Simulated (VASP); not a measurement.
# TiAl in VASP: notebook

TiAl is run at these levels: r2SCAN; tasks: single point.

All numbers are computed with VASP 6.6.1; they aren't measurements. Logs are shortened: lines on timing, memory, paths and dates and some standing lists are left out, and cuts for length are marked.

### 1 The cell of the first run

The typed cell holds 2 atoms: a = 3.159 Å, b = 3.143 Å, c = 3.212 Å, α = 90.07°, β = 91.20°, γ = 88.12°.

### 2 Single point, r2SCAN

The input, POSCAR:

```
TiAl
1.0
    3.1587026027      0.0517822389     -0.0333151504
    0.0517822389      3.1430409076     -0.0017881670
   -0.0333151504     -0.0017881670      3.2122934247
Ti Al
1 1
Direct
   -0.0047234840     -0.0044695537      0.0041129123
    0.5047234840      0.5044695537      0.4958870877
```

The input, INCAR.step1:

```
SYSTEM = TiAl
PREC = Accurate
ENCUT = 520
ISMEAR = 0
SIGMA = 0.15
LREAL = .False.
LASPH = .True.
NELM = 60
NBANDS = 14
GGA = PE
ALGO = Normal
EDIFF = 1E-4
LWAVE = .True.
LCHARG = .False.
```

The input, INCAR.step2:

```
SYSTEM = TiAl
PREC = Accurate
ENCUT = 520
EDIFF = 1E-6
ISMEAR = 0
SIGMA = 0.15
LREAL = .False.
LASPH = .True.
NELM = 60
ALGO = Normal
ISIF = 2
LWAVE = .False.
LCHARG = .False.
METAGGA = R2SCAN
LMIXTAU = .True.
NBANDS = 14
ISTART = 1
```

The input, KPOINTS:

```
Automatic mesh
0
Gamma
  10 10 10
  0 0 0
```

Potentials or basis: VASP PAW PBE potentials, release 64 (Ti_sv, Al).

Command:

```bash
cat potpaw_PBE.64/Ti_sv/POTCAR potpaw_PBE.64/Al/POTCAR > POTCAR
cp INCAR.step1 INCAR
mpirun -np 1 vasp_std > vasp.out
cp INCAR.step2 INCAR
mpirun -np 1 vasp_std > vasp.out
```

OUTCAR:

```text
SYSTEM = TiAl
   PREC = Accurate
   ENCUT = 520
   EDIFF = 1E-6
   ISMEAR = 0
   LREAL = .False.
   LASPH = .True.
   NELM = 60
   ISIF = 2
   METAGGA = R2SCAN
   ISTART = 1

 ion  position               nearest neighbor table
   1  0.995  0.996  0.004-   2 2.68   2 2.71   2 2.72   2 2.74   2 2.75   2 2.75   2 2.78   2 2.85

   2  0.505  0.504  0.496-   1 2.68   1 2.71   1 2.72   1 2.74   1 2.75   1 2.75   1 2.78   1 2.85

  LATTYP: Found a triclinic cell.
 ALAT       =     3.1593026813
 B/A-ratio  =     1.4410022120
 C/A-ratio  =     1.7447540495
 COS(alpha) =     0.0000286428
 COS(beta)  =     0.5796948597
 COS(gamma) =     0.7087250317

  Lattice vectors:

 A1 = (   3.1587026027,   0.0517822389,  -0.0333151504)
 A2 = (   3.1920177531,   0.0535704059,  -3.2456085751)
 A3 = (   3.1771696912,   3.1930349795,   3.1771901073)

Analysis of symmetry for initial positions (statically):
=====================================================================
 Subroutine PRICEL returns:
 Original cell was already a primitive cell.

 Routine SETGRP: Setting up the symmetry group for a
 triclinic supercell.

 Subroutine GETGRP returns: Found  1 space group operations
 (whereof  1 operations were pure point group operations)
 out of a pool of  2 trial point group operations.

The static configuration has the point symmetry C_1 .

Analysis of symmetry for dynamics (positions and initial velocities):
=====================================================================
 Subroutine PRICEL returns:
 Original cell was already a primitive cell.

 Routine SETGRP: Setting up the symmetry group for a
 triclinic supercell.

 Subroutine GETGRP returns: Found  1 space group operations
 (whereof  1 operations were pure point group operations)
 out of a pool of  2 trial point group operations.

The dynamic configuration has the point symmetry C_1 .

 Subroutine INISYM returns: Found  1 space group operations
 (whereof  1 operations are pure point group operations),
 and found     1 'primitive' translations

----------------------------------------------------------------------------------------

                                     Primitive cell

  volume of cell :      31.8793

  direct lattice vectors                    reciprocal lattice vectors
     3.158702603  0.051782239 -0.033315150     0.316705796 -0.005215925  0.003281697
     0.051782239  3.143040908 -0.001788167    -0.005215925  0.318249218  0.000123063
    -0.033315150 -0.001788167  3.212293425     0.003281697  0.000123063  0.311338168

  length of vectors
     3.159302681  3.143467949  3.212466676     0.316765744  0.318291982  0.311355488

  position of ions in fractional coordinates (direct lattice)
     0.995276516  0.995530446  0.004112912
     0.504723484  0.504469554  0.495887088

  ion indices of the primitive-cell ions
   primitive index   ion index
                 1           1
                 2           2

----------------------------------------------------------------------------------------

 KPOINTS: Automatic mesh

Automatic generation of k-mesh.
 Grid dimensions read from file:
 generate k-points for:   10   10   10

 Generating k-lattice:

  Cartesian coordinates                     Fractional coordinates (reciprocal lattice)
     0.031670580 -0.000521593  0.000328170     0.100000000 -0.000000000  0.000000000
    -0.000521593  0.031824922  0.000012306    -0.000000000  0.100000000  0.000000000
     0.000328170  0.000012306  0.031133817     0.000000000  0.000000000  0.100000000

  Length of vectors
     0.031676574  0.031829198  0.031135549

  Shift w.r.t. Gamma in fractional coordinates (k-lattice)
     0.000000000  0.000000000  0.000000000

 Subroutine IBZKPT returns following result:
 ===========================================

 Found    504 irreducible k-points:

 Following reciprocal coordinates:
            Coordinates               Weight
  0.000000  0.000000  0.000000      1.000000
  0.100000 -0.000000 -0.000000      2.000000
  0.200000 -0.000000 -0.000000      2.000000
  0.300000 -0.000000 -0.000000      2.000000
  0.400000  0.000000 -0.000000      2.000000
  0.500000 -0.000000  0.000000      1.000000
[... 16 lines left out ...]
 -0.400000  0.200000 -0.000000      2.000000
 -0.300000  0.200000  0.000000      2.000000
 [... further k-points ...]
   k-points           NKPTS =    504   k-points in BZ     NKDIM =    504   number of bands    NBANDS=     14
   number of dos      NEDOS =    301   number of ions     NIONS =      2
   total plane-waves  NPLWV =  13824
   dimension x,y,z NGX =    24 NGY =   24 NGZ =   24
   dimension x,y,z NGXF=    48 NGYF=   48 NGZF=   48
   ions per type =               1   1
   NGX,Y,Z   is equivalent  to a cutoff of  12.63, 12.69, 12.42 a.u.
   NGXF,Y,Z  is equivalent  to a cutoff of  25.26, 25.39, 24.84 a.u.
 SYSTEM =  TiAl
   PREC   = accura    normal or accurate (medium, high low for compatibility)
   ISTART =      1    job   : 0-new  1-cont  2-samecut
   ICHARG =      0    charge: 1-file 2-atom 10-const
   ISPIN  =      1    spin polarized calculation?
   LNONCOLLINEAR =      F non collinear calculations
   LSORBIT =      F    spin-orbit coupling
   LASPH  =      T    aspherical Exc in radial PAW
   ENCUT  =  520.0 eV  38.22 Ry    6.18 a.u.   5.87  5.84  5.97*2*pi/ulx,y,z
   NELM   =     60;   NELMIN=  2; NELMDL=  0     # of ELM steps
   EDIFF  = 0.1E-05   stopping-criterion for ELM
   LREAL  =      F    real-space projection
   EDIFFG = 0.1E-04   stopping-criterion for IOM
   NSW    =      0    number of steps for IOM
   IBRION =     -1    ionic relax: 0-MD 1-quasi-New 2-CG
   NFREE  =      0    steps in history (QN), initial steepest desc. (CG)
   ISIF   =      2    stress and relaxation
   ISYM   =      2    0-nonsym 1-usesym 2-fastsym
   POTIM  = 0.5000    time-step for ionic-motion
   TEBEG  =    0.0;   TEEND  =   0.0 temperature during run
   PSTRESS=    0.0 pullay stress
   NELECT =      15.0000    total number of electrons
   NUPDOWN=      -1.0000    fix difference up-down
   EMIN   =  10.00;   EMAX   =-10.00  energy-range for DOS
   EFERMI =   0.00;   METHOD = LEGACY
   ISMEAR =     0;   SIGMA  =   0.15  broadening in eV -4-tet -1-fermi 0-gaus
   EFERMI_NEDOS =   21; number of points for ismear=-14 and -15
   IALGO  =     38    algorithm
   IMIX   =      4    mixing-type and parameters
     AMIX     =   0.40;   BMIX     =  1.00
     AMIX_MAG =   1.60;   BMIX_MAG =  1.00
  volume/ion in A,a.u.               =      15.94       107.57
  Fermi-wavevector in a.u.,A,eV,Ry     =   1.273314  2.406215 22.059518  1.621329
  Thomas-Fermi vector in A             =   2.406144
   LORBIT       =      0    0 simple, 1 ext, 2 COOP (PROOUT), +10 PAW based schemes
   METAGGA = R2SCAN    functional components
   LHFCALC =     F    Hartree Fock is set to
   AEXX    =    0.0000 exact exchange contribution
   IVDW    =     0    specifies the selected vdW correction
   LEPSILON=     F    determine dielectric tensor
   LRPA    =     F    only Hartree local field effects (RPA)
 non-spin polarized calculation
 Gauss-broadening in eV      SIGMA  =   0.15
  energy-cutoff  :      520.00
  volume of cell :       31.88
 maximum number of plane-waves:       880
   NGX = 11   NGY = 11   NGZ = 11

 number of electron      14.9999999 magnetization

 Free energy of the ion-electron system (eV)
  ---------------------------------------------------
  ext. energy  EPLUGINS =         0.00000000
  ---------------------------------------------------
  free energy    TOTEN  =       -20.30505086 eV

  energy without entropy =      -20.28276987  energy(sigma->0) =      -20.29391037

 E-fermi :   8.9060     XC(G=0): -11.9350

 val. band max:        8.9050925246   @ k =   0.3000   0.3000   0.1000
 cond. band min:       8.9071326746   @ k =   0.2000  -0.4000   0.3000
 fundamental gap:      0.0020401499
 Fermi energy:         8.9059859462

 k-point     1 :       0.0000    0.0000    0.0000
  band No.  band energies     occupation
      1     -50.3440      2.00000
      2     -25.5258      2.00000
      3     -25.5010      2.00000
      4     -25.4687      2.00000
      5      -0.9820      2.00000
      6       7.2548      2.00000
      7       7.3021      2.00000
      8      10.8353      0.00000
      9      10.9932      0.00000
     10      11.0861      0.00000
     11      13.2044      0.00000
     12      13.6912      0.00000
     13      13.8748      0.00000
     14      18.0355      0.00000

 k-point     2 :       0.1000   -0.0000   -0.0000
  band No.  band energies     occupation
      1     -50.3423      2.00000
      2     -25.5288      2.00000
      3     -25.5096      2.00000
      4     -25.4727      2.00000
      5      -0.8120      2.00000
      6       7.1922      2.00000
      7       7.3500      2.00000
      8      10.5705      0.00000
      9      10.7660      0.00000
     10      11.0073      0.00000
     11      13.0227      0.00000
     12      13.6590      0.00000
     13      14.2508      0.00000
     14      17.8103      0.00000

 k-point     3 :       0.2000   -0.0000   -0.0000
  band No.  band energies     occupation
      1     -50.3380      2.00000
      2     -25.5649      2.00000
      3     -25.5138      2.00000
      4     -25.4731      2.00000
      5      -0.3113      2.00000
      6       6.7471      2.00000
      7       7.5656      2.00000
      8       9.9979      0.00000
      9      10.2500      0.00000
     10      11.0395      0.00000
     11      12.1029      0.00000
     12      14.6159      0.00000
     13      15.1475      0.00000
     14      17.2258      0.00000

 k-point     4 :       0.3000   -0.0000   -0.0000
  band No.  band energies     occupation
      1     -50.3326      2.00000
      2     -25.6227      2.00000
      3     -25.5095      2.00000
      4     -25.4694      2.00000
      5       0.4925      2.00000
      6       5.7395      2.00000
      7       7.8628      2.00000
      8       9.4850      0.00000
      9       9.7689      0.00000
     10      11.1026      0.00000
     11      11.8110      0.00000
     12      15.7798      0.00000
     13      16.2345      0.00000
     14      16.5295      0.00000

 k-point     5 :       0.4000    0.0000   -0.0000
  band No.  band energies     occupation
      1     -50.3283      2.00000
      2     -25.6704      2.00000
      3     -25.5055      2.00000
      4     -25.4657      2.00000
      5       1.5477      2.00000
      6       4.3887      2.00000
      7       8.1306      2.00000
      8       9.1504      0.02122
      9       9.4512      0.00000
     10      11.1567      0.00000
     11      11.9726      0.00000
[... 276 lines left out ...]
 k-point    22 :       0.5000    0.2000   -0.0000
  band No.  band energies     occupation
      1     -50.3204      2.00000
      2     -25.6786      2.00000
      3     -25.5320      2.00000
      4     -25.4968      2.00000
      5       2.8225      2.00000
      6       4.0064      2.00000
      7       8.2705      2.00000
      8       8.5439      1.99936
      9       9.2408      0.00159
     10      10.5610      0.00000
     11      12.0257      0.00000
     12      15.2903      0.00000
     13      16.3269      0.00000
     14      18.3165      0.00000

 k-point    23 :      -0.4000    0.2000   -0.0000
  band No.  band energies     occupation
      1     -50.3221      2.00000
      2     -25.6616      2.00000
      3     -25.5338      2.00000
      4     -25.4984      2.00000
      5       2.1303      2.00000
      6       4.8106      2.00000
      7       7.8293      2.00000
      8       8.9356      0.78037
      9       9.3330      0.00006
     10      10.5344      0.00000
     11      12.0104      0.00000
     12      14.6171      0.00000
     13      16.8152      0.00000
     14      17.8843      0.00000

 k-point    24 :      -0.3000    0.2000    0.0000
  band No.  band energies     occupation
      1     -50.3264      2.00000
      2     -25.6164      2.00000
      3     -25.5377      2.00000
      4     -25.5022      2.00000
      5       1.1510      2.00000
      6       6.0695      2.00000
      7       7.4142      2.00000
      8       9.2185      0.00321
      9       9.5940      0.00000
     10      10.4874      0.00000
     11      12.1141      0.00000
     12      13.9118      0.00000
     13      16.8055      0.00000
     14      17.3140      0.00000

 [... further k-points ...]
[... 5 lines left out ...]
  --------------------------------------------------------------------------------------
  -------------------------------------------------------------------------------------
  Total        0.0164723      0.0171993      0.2304884     -0.4801291     -0.0751270      0.3301019
  in kB        0.8278590      0.8643950     11.5837892    -24.1301208     -3.7757017     16.5901215
  external PRESSURE =       4.4253477 kB  Pullay stress =       0.0000000 kB

 VOLUME and BASIS-vectors are now :
 -----------------------------------------------------------------------------
  energy-cutoff  :      520.00
  volume of cell :       31.88
      direct lattice vectors                 reciprocal lattice vectors
     3.158702603  0.051782239 -0.033315150     0.316705796 -0.005215925  0.003281697
     0.051782239  3.143040908 -0.001788167    -0.005215925  0.318249218  0.000123063
    -0.033315150 -0.001788167  3.212293425     0.003281697  0.000123063  0.311338168

 POSITION                                       TOTAL-FORCE (eV/Angst)
 -----------------------------------------------------------------------------------
      3.19520      3.18052     -0.02173         0.177328      0.176055     -0.175262
      1.60387      1.61082      1.57522        -0.177328     -0.176055      0.175262
 -----------------------------------------------------------------------------------
    total drift:                               -0.000296     -0.000125     -0.000201

  FREE ENERGIE OF THE ION-ELECTRON SYSTEM (eV)
  ---------------------------------------------------
  free  energy   TOTEN  =       -20.3050508618 eV

  energy  without entropy=      -20.2827698721  energy(sigma->0) =      -20.29391037
```

Run time: 3.5 min. Hardware: 1 thread of Intel Xeon 6975P-C, shared host; peak memory 0.34 GiB.

Results:

* Free energy: -20.3051 eV
* Pressure: 0.4 GPa
* Largest force: 0.305 eV/Å

Forces in eV/Å, atoms in the order of the input:
```
Ti   0.177  0.176 -0.175
Al  -0.177 -0.176  0.175
```

Caveat: the PAW data sets were made with another functional, which shifts forces and pressure a little.

### 3 Single point, r2SCAN

The input, POSCAR:

```
TiAl
1.0
    3.1587026027      0.0517822389     -0.0333151504
    0.0517822389      3.1430409076     -0.0017881670
   -0.0333151504     -0.0017881670      3.2122934247
Ti Al
1 1
Direct
    0.0000024220     -0.0000016318     -0.0000009895
    0.4999975780      0.5000016318      0.5000009895
```

The input, INCAR.step1:

```
PREC = Accurate
ENCUT = 520
ISMEAR = 0
SIGMA = 0.15
LREAL = False
LASPH = True
NELM = 80
NBANDS = 14
GGA = PE
ALGO = Normal
EDIFF = 1E-4
LWAVE = True
LCHARG = False
```

The input, INCAR.step2:

```
PREC = Accurate
ENCUT = 520
EDIFF = 1E-6
ISMEAR = 0
SIGMA = 0.15
LREAL = False
LASPH = True
NELM = 80
ALGO = Normal
ISIF = 2
LWAVE = False
LCHARG = False
METAGGA = R2SCAN
LMIXTAU = True
NBANDS = 14
ISTART = 1
```

The input, KPOINTS:

```
regular mesh
0
Gamma
  10 10 10
```

Potentials or basis: VASP PAW PBE potentials, release 64 (Ti_sv, Al).

Command:

```bash
cat potpaw_PBE.64/Ti_sv/POTCAR potpaw_PBE.64/Al/POTCAR > POTCAR
cp INCAR.step1 INCAR
mpirun -np 1 vasp_std > vasp.out
cp INCAR.step2 INCAR
mpirun -np 1 vasp_std > vasp.out
```

It took 4.6 min on 1 thread of Intel Xeon 6975P-C, shared host; peak memory 0.34 GiB.

The run converged. Its results:

- Free energy: -20.3126 eV
- Pressure: 0.4 GPa

Stress tensor (GPa, compression positive):
```
-0.01 -2.47  1.71
-2.47 -0.01 -0.33
 1.71 -0.33  1.07
```

Levels at points of the mesh, in eV from the Fermi level:
```tsv
k point	band 4	band 5	band 6	band 7	band 8	band 9	band 10	band 11	band 12	band 13
(0.00, 0.00, 0.00)	-34.38	-9.89	-1.65	-1.60	1.93	2.09	2.18	4.29	4.78	4.96
(0.50, 0.00, 0.00)	-34.37	-6.40	-5.60	-0.67	0.13	0.44	2.27	3.19	6.65	9.43
(0.00, 0.50, 0.00)	-34.38	-6.35	-5.59	-0.64	0.10	0.41	2.24	3.25	6.66	9.45
(0.50, 0.50, 0.00)	-34.39	-5.16	-2.54	-2.11	-1.59	0.74	0.81	2.91	5.03	5.41
(0.00, 0.00, 0.50)	-34.36	-6.58	-5.64	-0.70	0.21	0.51	2.34	3.01	6.71	9.84
(0.50, 0.00, 0.50)	-34.36	-5.31	-2.59	-2.31	-1.65	0.95	0.99	2.83	4.89	5.26
(0.00, 0.50, 0.50)	-34.37	-5.27	-2.49	-2.35	-1.64	0.92	0.93	2.85	4.97	5.25
(0.50, 0.50, 0.50)	-34.53	-3.36	-3.28	-3.21	0.92	2.67	2.89	2.89	2.97	3.24
```

Caveat: the cell differs from its parent crystal (cell sheared at random, sigma 0.01, atoms nudged by 0.01 Å, then relaxed in part); the PAW data sets were made with another functional, which shifts forces and pressure a little.
